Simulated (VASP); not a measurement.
# CdTe6 (P6/mmm) in VASP: relaxation of cell and atoms with PBE

Aim: the relaxation of cell and atoms of CdTe6 with PBE.

All numbers are computed with VASP 6.6.1; they aren't measurements. Logs are shortened: lines on timing, memory, paths and dates and some standing lists are left out, and cuts for length are marked.

### 1 The cell of the first run

Symmetry: P6/mmm, No. 191, hexagonal system. The conventional cell has a = 9.744 Å, b = 9.744 Å, c = 3.207 Å, α = 90.00°, β = 90.00°, γ = 120.00°. Within 4.2 Å of Cd (site symmetry 6/mmm) lie 2 Cd at 3.21 Å and 12 Te at 3.85 Å. Te (site symmetry m2m) has 5 Te at 2.75 to 3.50 Å within 3.6 Å.

The cell was generated, and may not be a known phase.

### 2 Relaxation of cell and atoms, PBE

The input, INCAR:

```
ALGO = Normal
EDIFF = 1E-7
EDIFFG = -0.01
ENCUT = 600
GGA = PE
IBRION = 2
ISIF = 3
ISMEAR = 0
LASPH = True
LCHARG = False
LREAL = False
LWAVE = False
NELM = 80
NSW = 100
PREC = Accurate
SIGMA = 0.1
```

The input, KPOINTS:

```
k-points
0
Gamma
  6 6 10
```

The input, POSCAR:

```
CdTe6
1.0
    9.7437116862      0.0000000000      0.0000000000
   -4.8718558431      8.4383018474      0.0000000000
    0.0000000000      0.0000000000      3.2065090872
Cd Te
1 6
Direct
    0.0000000000      0.0000000000      0.5000000000
    0.6413020899      0.0000000000      0.0000000000
    0.0000000000      0.6413020899      0.0000000000
    0.3586979101      0.3586979101      0.0000000000
    0.3586979101      0.0000000000      0.0000000000
    0.0000000000      0.3586979101      0.0000000000
    0.6413020899      0.6413020899      0.0000000000
```

Potentials or basis: VASP PAW PBE potentials, release 64 (Cd, Te).

Started as:

```sh
> cat potpaw_PBE.64/Cd/POTCAR potpaw_PBE.64/Te/POTCAR > POTCAR
> mpirun -np 1 vasp_std > vasp.out
```

OUTCAR:

```text
EDIFF = 1E-7
   EDIFFG = -0.01
   ENCUT = 600
   GGA = PE
   IBRION = 2
   ISIF = 3
   ISMEAR = 0
   LASPH = True
   LREAL = False
   NELM = 80
   NSW = 100
   PREC = Accurate

 ion  position               nearest neighbor table
   1  0.000  0.000  0.500-
   2  0.641  0.000  0.000-   5 2.75   6 3.50   7 3.50
   3  0.000  0.641  0.000-   6 2.75   5 3.50   7 3.50
   4  0.359  0.359  0.000-   7 2.75   5 3.50   6 3.50
   5  0.359  0.000  0.000-   2 2.75   3 3.50   4 3.50
   6  0.000  0.359  0.000-   3 2.75   2 3.50   4 3.50
   7  0.641  0.641  0.000-   4 2.75   2 3.50   3 3.50

  LATTYP: Found a hexagonal cell.
 ALAT       =     9.7437116862
 C/A-ratio  =     0.3290849720

  Lattice vectors:

 A1 = (   9.7437116862,   0.0000000000,   0.0000000000)
 A2 = (  -4.8718558431,   8.4383018474,   0.0000000000)
 A3 = (   0.0000000000,   0.0000000000,   3.2065090872)

Analysis of symmetry for initial positions (statically):
=====================================================================
 Subroutine PRICEL returns:
 Original cell was already a primitive cell.

 Routine SETGRP: Setting up the symmetry group for a
 hexagonal supercell.

 Subroutine GETGRP returns: Found 24 space group operations
 (whereof 24 operations were pure point group operations)
 out of a pool of 24 trial point group operations.

The static configuration has the point symmetry D_6h.

Analysis of symmetry for dynamics (positions and initial velocities):
=====================================================================
 Subroutine PRICEL returns:
 Original cell was already a primitive cell.

 Routine SETGRP: Setting up the symmetry group for a
 hexagonal supercell.

 Subroutine GETGRP returns: Found 24 space group operations
 (whereof 24 operations were pure point group operations)
 out of a pool of 24 trial point group operations.

The dynamic configuration has the point symmetry D_6h.

 Subroutine INISYM returns: Found 24 space group operations
 (whereof 24 operations are pure point group operations),
 and found     1 'primitive' translations

----------------------------------------------------------------------------------------

                                     Primitive cell

  volume of cell :     263.6404

  direct lattice vectors                    reciprocal lattice vectors
[... 118 lines left out ...]
  volume/ion in A,a.u.               =      37.66       254.16
  Fermi-wavevector in a.u.,A,eV,Ry     =   0.927865  1.753410 11.713700  0.860933
  Thomas-Fermi vector in A             =   2.053980
   LORBIT       =      0    0 simple, 1 ext, 2 COOP (PROOUT), +10 PAW based schemes
   GGA     = PE    functional components
   LHFCALC =     F    Hartree Fock is set to
   AEXX    =    0.0000 exact exchange contribution
   IVDW    =     0    specifies the selected vdW correction
   LEPSILON=     F    determine dielectric tensor
   LRPA    =     F    only Hartree local field effects (RPA)
 conjugate gradient relaxation of ions
 non-spin polarized calculation
 Gauss-broadening in eV      SIGMA  =   0.10
  energy-cutoff  :      600.00
  volume of cell :      263.64
 maximum number of plane-waves:      8857
 NGX is ok and might be reduce to    80
   NGX = 39   NGY = 39   NGZ = 13

--------------------------------------- Ionic step        1  -------------------------------------------

 number of electron      48.0000002 magnetization

 Free energy of the ion-electron system (eV)
  ---------------------------------------------------
  ext. energy  EPLUGINS =         0.00000000
  ---------------------------------------------------
  free energy    TOTEN  =       -18.12775128 eV

  energy without entropy =      -18.09750731  energy(sigma->0) =      -18.11262930

------------------------ aborting loop because EDIFF is reached ----------------------------------------

  FORCE on cell =-STRESS in cart. coord.  units (eV):
  Direction    XX          YY          ZZ          XY          YZ          ZX
  --------------------------------------------------------------------------------------
  -------------------------------------------------------------------------------------
  Total        2.8664364      2.8664364     -5.4458596     -0.0000000     -0.0000000      0.0000000
  in kB       17.4197108     17.4197108    -33.0952046     -0.0000000     -0.0000000      0.0000000
  external PRESSURE =       0.5814057 kB  Pullay stress =       0.0000000 kB
[... 104 lines left out ...]
  FREE ENERGIE OF THE ION-ELECTRON SYSTEM (eV)
  ---------------------------------------------------
  free  energy   TOTEN  =       -18.3346586458 eV

  energy  without entropy=      -18.3151782201  energy(sigma->0) =      -18.32491843

[... ionic steps 4 to 12 ...]

--------------------------------------- Ionic step       13  -------------------------------------------

 number of electron      47.9999995 magnetization

------------------------ aborting loop because EDIFF is reached ----------------------------------------
[... 77 lines left out ...]
--------------------------------------- Ionic step       15  -------------------------------------------

 number of electron      47.9999995 magnetization

 Free energy of the ion-electron system (eV)
  ---------------------------------------------------
  ext. energy  EPLUGINS =         0.00000000
  ---------------------------------------------------
  free energy    TOTEN  =       -18.36409222 eV

  energy without entropy =      -18.34351293  energy(sigma->0) =      -18.35380257

 E-fermi :   4.1894     XC(G=0):  -8.3992

 val. band max:        4.1779967560   @ k =   0.3333   0.3333   0.0000
 cond. band min:       4.1997928778   @ k =   0.1667   0.0000   0.5000
 fundamental gap:      0.0217961218
 Fermi energy:         4.1894234211

 k-point     1 :       0.0000    0.0000    0.0000
  band No.  band energies     occupation
      1      -9.2490      2.00000
      2      -8.8052      2.00000
      3      -8.8052      2.00000
      4      -7.5560      2.00000
      5      -7.5560      2.00000
      6      -6.7588      2.00000
[... 733 lines left out ...]
     27       4.4420      0.00035
     28       5.1375      0.00000

 [... further k-points ...]

------------------------ aborting loop because EDIFF is reached ----------------------------------------

  FORCE on cell =-STRESS in cart. coord.  units (eV):
  Direction    XX          YY          ZZ          XY          YZ          ZX
  --------------------------------------------------------------------------------------
  -------------------------------------------------------------------------------------
  Total       -0.0029847     -0.0029847      0.0040778      0.0000000     -0.0000000      0.0000000
  in kB       -0.0181082     -0.0181082      0.0247401      0.0000000     -0.0000000      0.0000000
  external PRESSURE =      -0.0038254 kB  Pullay stress =       0.0000000 kB
[... 22 lines left out ...]
  FREE ENERGIE OF THE ION-ELECTRON SYSTEM (eV)
  ---------------------------------------------------
  free  energy   TOTEN  =       -18.3640922154 eV

  energy  without entropy=      -18.3435129304  energy(sigma->0) =      -18.35380257

 reached required accuracy - stopping structural energy minimisation
```

OSZICAR:

```text
N       E                     dE             d eps       ncg     rms          rms(c)
DAV:   1     0.291542234642E+03    0.29154E+03   -0.19998E+04  2352   0.157E+03
DAV:   2     0.648367519988E+01   -0.28506E+03   -0.27895E+03  2920   0.259E+02
DAV:   3    -0.173380275015E+02   -0.23822E+02   -0.23078E+02  2772   0.739E+01
[... 165 lines left out ...]
DAV:   6    -0.183640914291E+02   -0.24069E-06   -0.89595E-07  2764   0.504E-03    0.154E-02
DAV:   7    -0.183640917811E+02   -0.35200E-06   -0.30140E-07  2340   0.344E-03    0.710E-03
DAV:   8    -0.183640920607E+02   -0.27957E-06   -0.42121E-08  1300   0.110E-03    0.220E-03
DAV:   9    -0.183640921859E+02   -0.12523E-06   -0.12563E-08  1240   0.655E-04    0.240E-04
DAV:  10    -0.183640922154E+02   -0.29516E-07   -0.38273E-09  1228   0.354E-04
  15 F= -.18364092E+02 E0= -.18353803E+02  d E =-.160158E-03
```

Wall time 49 min (1 thread of AMD EPYC 9R45 (Zen 5), shared host); peak memory 0.65 GiB.

Results:

```
Free energy                           : -18.3641 eV
Relaxed volume                        : 37.73 Å³/atom
Relaxed cell                          : a = 10.017 Å, b = 10.017 Å, c = 3.039 Å, α = 90.00°, β = 90.00°, γ = 120.00°
Space group after relaxing (to 0.1 Å) : P6/mmm (No. 191)
Energy gained by relaxing             : 33.8 meV/atom
Ionic steps                           : 15
Pressure after relaxing               : 0.0 GPa
```

The path:
```csv
step,energy change (eV),largest force (eV/Å),pressure (GPa),volume (Å³)
1,0.0000,0.5174,0.06,263.64
2,-0.2154,0.0203,-0.49,263.87
3,-0.2069,0.1871,-0.27,263.73
4,-0.2259,0.0928,-0.48,263.84
5,-0.2266,0.1104,-0.46,263.83
6,-0.2307,0.0380,0.28,259.49
7,-0.2324,0.0640,0.01,260.98
8,-0.2336,0.0383,0.05,260.87
9,-0.2338,0.0232,0.07,260.81
10,-0.2345,0.0210,0.04,261.39
11,-0.2359,0.0129,-0.03,263.15
12,-0.2350,0.0107,-0.14,266.69
13,-0.2362,0.0062,-0.07,264.28
14,-0.2355,0.0148,0.15,263.64
15,-0.2363,0.0001,0.00,264.08
```

Final structure:
```yaml
crystal:
  lattice:
    - [10.01676, 0.00000, 0.00000]
    - [-5.00838, 8.67477, 0.00000]
    - [0.00000, 0.00000, 3.03913]
  atoms:
    - { symbol: Cd, position: [0.00000, 0.00000, 0.50000] }
    - { symbol: Te, position: [0.64206, 0.00000, 0.00000] }
    - { symbol: Te, position: [0.00000, 0.64206, 0.00000] }
    - { symbol: Te, position: [0.35794, 0.35794, 0.00000] }
    - { symbol: Te, position: [0.35794, 0.00000, 0.00000] }
    - { symbol: Te, position: [0.00000, 0.35794, 0.00000] }
    - { symbol: Te, position: [0.64206, 0.64206, 0.00000] }
```

Caveat: the highest band is partly filled, so the run has too few bands; spin-orbit coupling is left out, which moves the levels of the heavy elements.
